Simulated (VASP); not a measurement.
# Re (Im-3m) in VASP: notebook

The runs below take Re through relaxation of cell and atoms, with LDA.

Everything below comes from runs of VASP 6.6.1. Logs are shortened: lines on timing, memory, paths and dates and some standing lists are left out, and cuts for length are marked.

### 1 The cell of the first run

The structure is cubic, space group Im-3m (No. 229). The conventional cell has a = 3.071 Å, b = 3.071 Å, c = 3.071 Å, α = 90.00°, β = 90.00°, γ = 90.00°. Re (site symmetry m-3m) has 14 Re at 2.66 to 3.07 Å within 3.5 Å.

### 2 Relaxation of cell and atoms, LDA, non-collinear spin, zero start, spin-orbit coupling

The input, INCAR:

```
SYSTEM = Re
ALGO = Normal
EDIFF = 1E-7
EDIFFG = -0.005
ENCUT = 600
GGA = CA
GGA_COMPAT = .False.
IBRION = 2
ISIF = 3
ISMEAR = -1
LASPH = .True.
LCHARG = .False.
LMAXMIX = 4
LORBIT = 11
LORBMOM = .True.
LREAL = .False.
LSORBIT = .True.
LWAVE = .False.
MAGMOM = 0 0 0
NELM = 150
NSW = 45
PREC = Accurate
SIGMA = 0.05
```

The input, KPOINTS:

```
k-points
0
Gamma
  19 19 19
  0 0 0
```

The input, POSCAR:

```
Re
1.0
   -1.5355582741      1.5355582741      1.5355582741
    1.5355582741     -1.5355582741      1.5355582741
    1.5355582741      1.5355582741     -1.5355582741
Re
1
Direct
    0.0000000000      0.0000000000      0.0000000000
```

Potentials or basis: VASP PAW LDA potentials, release 64 (Re).

Command:

```sh
$ cat potpaw_LDA.64/Re/POTCAR > POTCAR
$ mpirun -np 1 vasp_ncl > vasp.out
```

OUTCAR:

```text
SYSTEM = Re
   EDIFF = 1E-7
   EDIFFG = -0.005
   ENCUT = 600
   GGA = CA
   IBRION = 2
   ISIF = 3
   ISMEAR = -1
   LASPH = .True.
   LORBIT = 11
   LREAL = .False.
   LSORBIT = .True.
   NELM = 150
   NSW = 45
   PREC = Accurate

 ion  position               nearest neighbor table
   1  0.000  0.000  0.000-

  LATTYP: Found a body centered cubic cell.
 ALAT       =     3.0711165482

  Lattice vectors:

 A1 = (  -1.5355582741,   1.5355582741,   1.5355582741)
 A2 = (   1.5355582741,  -1.5355582741,   1.5355582741)
 A3 = (   1.5355582741,   1.5355582741,  -1.5355582741)

Analysis of symmetry for initial positions (statically):
=====================================================================
 Subroutine PRICEL returns:
 Original cell was already a primitive cell.

 Routine SETGRP: Setting up the symmetry group for a
 body centered cubic supercell.

 Subroutine GETGRP returns: Found 48 space group operations
 (whereof 48 operations were pure point group operations)
 out of a pool of 48 trial point group operations.

The static configuration has the point symmetry O_h .

Analysis of symmetry for dynamics (positions and initial velocities):
=====================================================================
 Subroutine PRICEL returns:
 Original cell was already a primitive cell.

 Routine SETGRP: Setting up the symmetry group for a
 body centered cubic supercell.

 Subroutine GETGRP returns: Found 48 space group operations
 (whereof 48 operations were pure point group operations)
 out of a pool of 48 trial point group operations.

The dynamic configuration has the point symmetry O_h .

Analysis of structural, dynamic, and magnetic symmetry:
=====================================================================
 Subroutine PRICEL returns:
 Original cell was already a primitive cell.

 Routine SETGRP: Setting up the symmetry group for a
 body centered cubic supercell.

 Subroutine GETGRP returns: Found 48 space group operations
 (whereof 48 operations were pure point group operations)
 out of a pool of 48 trial point group operations.

The overall configuration has the point symmetry O_h .

 Subroutine INISYM returns: Found 48 space group operations
 (whereof 48 operations are pure point group operations),
 and found     1 'primitive' translations

----------------------------------------------------------------------------------------

                                     Primitive cell

  volume of cell :      14.4830

  direct lattice vectors                    reciprocal lattice vectors
    -1.535558274  1.535558274  1.535558274     0.000000000  0.325614474  0.325614474
     1.535558274 -1.535558274  1.535558274     0.325614474  0.000000000  0.325614474
     1.535558274  1.535558274 -1.535558274     0.325614474  0.325614474  0.000000000

  length of vectors
     2.659664949  2.659664949  2.659664949     0.460488405  0.460488405  0.460488405

  position of ions in fractional coordinates (direct lattice)
     0.000000000  0.000000000  0.000000000

  ion indices of the primitive-cell ions
   primitive index   ion index
                 1           1

----------------------------------------------------------------------------------------

 KPOINTS: k-points

Automatic generation of k-mesh.
 Grid dimensions read from file:
 generate k-points for:   19   19   19

 Generating k-lattice:

  Cartesian coordinates                     Fractional coordinates (reciprocal lattice)
     0.000000000  0.017137604  0.017137604     0.052631579  0.000000000  0.000000000
     0.017137604  0.000000000  0.017137604     0.000000000  0.052631579  0.000000000
     0.017137604  0.017137604  0.000000000     0.000000000  0.000000000  0.052631579

  Length of vectors
     0.024236232  0.024236232  0.024236232

  Shift w.r.t. Gamma in fractional coordinates (k-lattice)
     0.000000000  0.000000000  0.000000000

 Subroutine IBZKPT returns following result:
 ===========================================

 Found    220 irreducible k-points:

 Following reciprocal coordinates:
            Coordinates               Weight
  0.000000  0.000000  0.000000      1.000000
  0.052632  0.000000  0.000000     12.000000
  0.105263  0.000000  0.000000     12.000000
  0.157895  0.000000  0.000000     12.000000
  0.210526  0.000000  0.000000     12.000000
  0.263158  0.000000  0.000000     12.000000
[... 16 lines left out ...]
  0.263158  0.105263  0.000000     48.000000
  0.315789  0.105263  0.000000     48.000000
 [... further k-points ...]
   k-points           NKPTS =    220   k-points in BZ     NKDIM =    220   number of bands    NBANDS=     14
   number of dos      NEDOS =    301   number of ions     NIONS =      1
   total plane-waves  NPLWV =  13824
   dimension x,y,z NGX =    24 NGY =   24 NGZ =   24
   dimension x,y,z NGXF=    48 NGYF=   48 NGZF=   48
   ions per type =               1
   NGX,Y,Z   is equivalent  to a cutoff of  15.00, 15.00, 15.00 a.u.
   NGXF,Y,Z  is equivalent  to a cutoff of  30.00, 30.00, 30.00 a.u.
 SYSTEM =  Re
   PREC   = accura    normal or accurate (medium, high low for compatibility)
   ISTART =      0    job   : 0-new  1-cont  2-samecut
   ICHARG =      2    charge: 1-file 2-atom 10-const
   ISPIN  =      1    spin polarized calculation?
   LNONCOLLINEAR =      T non collinear calculations
   LSORBIT =      T    spin-orbit coupling
   LASPH  =      T    aspherical Exc in radial PAW
   ENCUT  =  600.0 eV  44.10 Ry    6.64 a.u.   5.31  5.31  5.31*2*pi/ulx,y,z
   NELM   =    150;   NELMIN=  2; NELMDL= -5     # of ELM steps
   EDIFF  = 0.1E-06   stopping-criterion for ELM
   LREAL  =      F    real-space projection
   EDIFFG = -.5E-02   stopping-criterion for IOM
   NSW    =     45    number of steps for IOM
   IBRION =      2    ionic relax: 0-MD 1-quasi-New 2-CG
   NFREE  =      1    steps in history (QN), initial steepest desc. (CG)
   ISIF   =      3    stress and relaxation
   ISYM   =      2    0-nonsym 1-usesym 2-fastsym
   POTIM  = 0.5000    time-step for ionic-motion
   TEBEG  =    0.0;   TEEND  =   0.0 temperature during run
   PSTRESS=    0.0 pullay stress
   NELECT =       7.0000    total number of electrons
   NUPDOWN=      -1.0000    fix difference up-down
   EMIN   =  10.00;   EMAX   =-10.00  energy-range for DOS
   EFERMI =   0.00;   METHOD = LEGACY
   ISMEAR =    -1;   SIGMA  =   0.05  broadening in eV -4-tet -1-fermi 0-gaus
   EFERMI_NEDOS =   21; number of points for ismear=-14 and -15
   IALGO  =     38    algorithm
   IMIX   =      4    mixing-type and parameters
     AMIX     =   0.40;   BMIX     =  1.00
     AMIX_MAG =   1.60;   BMIX_MAG =  1.00
  volume/ion in A,a.u.               =      14.48        97.74
  Fermi-wavevector in a.u.,A,eV,Ry     =   1.284758  2.427840 22.457806  1.650602
  Thomas-Fermi vector in A             =   2.416932
   LORBIT       =     11    0 simple, 1 ext, 2 COOP (PROOUT), +10 PAW based schemes
   GGA     = CA    functional components
   LHFCALC =     F    Hartree Fock is set to
   AEXX    =    0.0000 exact exchange contribution
   IVDW    =     0    specifies the selected vdW correction
   LEPSILON=     F    determine dielectric tensor
   LRPA    =     F    only Hartree local field effects (RPA)
 conjugate gradient relaxation of ions
  energy-cutoff  :      600.00
  volume of cell :       14.48
 maximum number of plane-waves:       986
 NGX is ok and might be reduce to    24
   NGX = 11   NGY = 11   NGZ = 11

--------------------------------------- Ionic step        1  -------------------------------------------

 number of electron       7.0000000 magnetization       0.0000000      0.0000000      0.0000000

 number of electron       7.0000001 magnetization       0.0000000     -0.0000000      0.0000000

 number of electron       7.0000001 magnetization      -0.0000000      0.0000000     -0.0000000

 Free energy of the ion-electron system (eV)
  ---------------------------------------------------
  ext. energy  EPLUGINS =         0.00000000
  ---------------------------------------------------
  free energy    TOTEN  =       -13.73449297 eV

  energy without entropy =      -13.72426232  energy(sigma->0) =      -13.72937764

------------------------ aborting loop because EDIFF is reached ----------------------------------------

  FORCE on cell =-STRESS in cart. coord.  units (eV):
  Direction    XX          YY          ZZ          XY          YZ          ZX
  --------------------------------------------------------------------------------------
  -------------------------------------------------------------------------------------
  Total        0.1443287      0.1443287      0.1443287     -0.0000000      0.0000000      0.0000000
  in kB       15.9663073     15.9663073     15.9663073     -0.0000000      0.0000000      0.0000000
  external PRESSURE =      15.9663073 kB  Pullay stress =       0.0000000 kB
[... 63 lines left out ...]
--------------------------------------- Ionic step        3  -------------------------------------------

 number of electron       7.0000001 magnetization      -0.0000000      0.0000000     -0.0000000

 number of electron       7.0000001 magnetization       0.0000000     -0.0000000      0.0000000

 Free energy of the ion-electron system (eV)
  ---------------------------------------------------
  ext. energy  EPLUGINS =         0.00000000
  ---------------------------------------------------
  free energy    TOTEN  =       -13.73477715 eV

  energy without entropy =      -13.72450623  energy(sigma->0) =      -13.72964169

 E-fermi :   8.9256     XC(G=0): -13.9078

 val. band max:        8.9129499832   @ k =   0.2105   0.2105   0.0000
 cond. band min:       8.9307246653   @ k =  -0.4211  -0.4211   0.1053
 fundamental gap:      0.0177746821
 Fermi energy:         8.9256089145

 k-point     1 :       0.0000    0.0000    0.0000
  band No.  band energies     occupation
      1      -1.8646      1.00000
      2      -1.8646      1.00000
      3       5.9249      1.00000
      4       5.9249      1.00000
      5       5.9249      1.00000
      6       5.9249      1.00000
      7       6.5282      1.00000
      8       6.5282      1.00000
      9       9.7377      0.00000
     10       9.7377      0.00000
     11       9.7377      0.00000
     12       9.7377      0.00000
     13      24.5577      0.00000
     14      24.5577      0.00000
[... 375 lines left out ...]
 k-point    24 :       0.3158    0.1053    0.0000
  band No.  band energies     occupation
      1       1.7631      1.00000
      2       1.7631      1.00000
      3       4.2123      1.00000
      4       4.2123      1.00000
      5       6.2684      1.00000
      6       6.2684      1.00000
      7       9.3000      0.00056
      8       9.3000      0.00056
      9      10.4865      0.00000
     10      10.4865      0.00000
     11      12.5219      0.00000
     12      12.5219      0.00000
     13      21.1900      0.00000
     14      21.1900      0.00000

 [... further k-points ...]
[... 5 lines left out ...]
  --------------------------------------------------------------------------------------
  -------------------------------------------------------------------------------------
  Total       -0.0003655     -0.0003655     -0.0003655      0.0000000      0.0000000      0.0000000
  in kB       -0.0402709     -0.0402709     -0.0402709      0.0000000      0.0000000      0.0000000
  external PRESSURE =      -0.0402709 kB  Pullay stress =       0.0000000 kB
[... 16 lines left out ...]
  FREE ENERGIE OF THE ION-ELECTRON SYSTEM (eV)
  ---------------------------------------------------
  free  energy   TOTEN  =       -13.7347771504 eV

  energy  without entropy=      -13.7245062343  energy(sigma->0) =      -13.72964169

 reached required accuracy - stopping structural energy minimisation

 orbital moment (x)

 # of ion     p       d       tot
 ----------------------------------------
  1         0.000  -0.000  -0.000
 ----------------------------------------
            0.000  -0.000  -0.000

 orbital moment (y)

 # of ion     p       d       tot
 ----------------------------------------
  1         0.000  -0.000  -0.000
 ----------------------------------------
            0.000  -0.000  -0.000

 orbital moment (z)

 # of ion     p       d       tot
 ----------------------------------------
  1         0.000   0.000   0.000
 ----------------------------------------
            0.000   0.000   0.000

 Spin-Orbit-Coupling matrix elements

 Ion:    1  E_soc:     -0.6253973
 l=   1
     0.0000000    -0.0415184    -0.0415184
    -0.0415184     0.0000000    -0.0415184
    -0.0415184    -0.0415184     0.0000000
 l=   2
     0.0000000    -0.0121362     0.0000000    -0.0121362    -0.0505783
    -0.0121362     0.0000000    -0.0379337    -0.0121362    -0.0126446
     0.0000000    -0.0379337     0.0000000    -0.0379337     0.0000000
    -0.0121362    -0.0121362    -0.0379337     0.0000000    -0.0126446
    -0.0505783    -0.0126446     0.0000000    -0.0126446     0.0000000
 l=   3
     0.0000000     0.0000000     0.0000000     0.0000000     0.0000000     0.0000000     0.0000000
     0.0000000     0.0000000     0.0000000     0.0000000     0.0000000     0.0000000     0.0000000
     0.0000000     0.0000000     0.0000000     0.0000000     0.0000000     0.0000000     0.0000000
     0.0000000     0.0000000     0.0000000     0.0000000     0.0000000     0.0000000     0.0000000
     0.0000000     0.0000000     0.0000000     0.0000000     0.0000000     0.0000000     0.0000000
     0.0000000     0.0000000     0.0000000     0.0000000     0.0000000     0.0000000     0.0000000
     0.0000000     0.0000000     0.0000000     0.0000000     0.0000000     0.0000000     0.0000000

 total charge

# of ion       s       p       d       tot
------------------------------------------
    1        0.618   0.696   4.875   6.189

 magnetization (x)

# of ion       s       p       d       tot
------------------------------------------
    1        0.000   0.000   0.000   0.000

 magnetization (y)

# of ion       s       p       d       tot
------------------------------------------
    1        0.000   0.000   0.000   0.000

 magnetization (z)

# of ion       s       p       d       tot
------------------------------------------
    1       -0.000  -0.000   0.000  -0.000
```

It took 8 min on 1 thread of Intel Xeon 8259CL, shared host; peak memory 0.24 GiB.

What came out:

```yaml
Free_energy: -13.7348 eV
Relaxed_volume: 14.54 Å³/atom
Relaxed_cell: a = 2.663 Å, b = 2.663 Å, c = 2.663 Å, α = 109.47°, β = 109.47°, γ = 109.47°
Space_group_after_relaxing_to_0.05_Å: Im-3m (No. 229)
Energy_gained_by_relaxing: 0.3 meV/atom
Ionic_steps: 3
Pressure_after_relaxing: 0.0 GPa
Net_moment: 0.00 μB per cell
Valence_electrons_inside_the_program's_atomic_spheres: Re 6.19
```

The path:
```tsv
step	energy change (eV)	largest force (eV/Å)	pressure (GPa)	volume (Å³)
1	0.0000	0.0000	1.60	14.48
2	0.0048	0.0000	-6.42	14.79
3	-0.0003	0.0000	0.00	14.54
```

Final structure:
```xyz
1
Lattice="-1.5376 1.5376 1.5376 1.5376 -1.5376 1.5376 1.5376 1.5376 -1.5376" Properties=species:S:1:pos:R:3 pbc="T T T"
Re    0.0000    0.0000    0.0000
```

Moments on the atoms (μB; x, y, z):
```
Re  0.00 0.00 0.00
```

### 3 Relaxation of cell and atoms, LDA, non-collinear spin, zero start, spin-orbit coupling

This run uses another cell than the first one, of 14.33 Å³/atom, 0.990 times its volume.

The input, INCAR:

```
SYSTEM = Re
PREC = Accurate
ENCUT = 600
EDIFF = 1E-7
ISMEAR = -1
SIGMA = 0.05
LREAL = .FALSE.
LASPH = .TRUE.
NELM = 150
ALGO = Normal
ISIF = 3
LWAVE = .FALSE.
LCHARG = .FALSE.
MAGMOM = 0 0 0
LORBIT = 11
LSORBIT = .TRUE.
GGA_COMPAT = .FALSE.
LORBMOM = .TRUE.
LMAXMIX = 4
GGA = CA
IBRION = 2
NSW = 60
EDIFFG = -0.005
```

The input, KPOINTS:

```
regular mesh
0
G
  19 19 19
  0 0 0
```

The input, POSCAR:

```
Re
1.0
   -1.5302737773      1.5302737773      1.5302737773
    1.5302737773     -1.5302737773      1.5302737773
    1.5302737773      1.5302737773     -1.5302737773
Re
1
Direct
    0.0000000000      0.0000000000      0.0000000000
```

Potentials or basis: VASP PAW LDA potentials, release 64 (Re).

Command:

```sh
$ cat potpaw_LDA.64/Re/POTCAR > POTCAR
$ mpirun -np 1 vasp_ncl > vasp.out
```

Run time: 13 min. Hardware: 1 thread of AMD EPYC 7R13, shared host; peak memory 0.22 GiB.

The run converged. Its results:

| Item | Value |
| --- | --- |
| Free energy | -13.7347 eV |
| Relaxed volume | 14.54 Å³/atom |
| Relaxed cell | a = 2.663 Å, b = 2.663 Å, c = 2.663 Å, α = 109.47°, β = 109.47°, γ = 109.47° |
| Space group after relaxing (to 0.05 Å) | Im-3m (No. 229) |
| Energy gained by relaxing | 3.7 meV/atom |
| Ionic steps | 4 |
| Pressure after relaxing | 0.0 GPa |
| Net moment | 0.00 μB per cell |
| Valence electrons inside the program's atomic spheres | Re 6.19 |

The path:
| step | energy change (eV) | largest force (eV/Å) | pressure (GPa) | volume (Å³) |
| --- | --- | --- | --- | --- |
| 1 | 0.0000 | 0.0000 | 5.87 | 14.33 |
| 2 | 0.0594 | 0.0000 | -20.94 | 15.45 |
| 3 | -0.0037 | 0.0000 | -0.16 | 14.55 |
| 4 | -0.0037 | 0.0000 | 0.00 | 14.54 |

Final structure:
```
Re
1.0
    -1.53759    1.53759    1.53759
     1.53759   -1.53759    1.53759
     1.53759    1.53759   -1.53759
Re
1
Direct
  0.00000 0.00000 0.00000
```

Moments on the atoms (μB; x, y, z):
```
Re  0.00 0.00 0.00
```
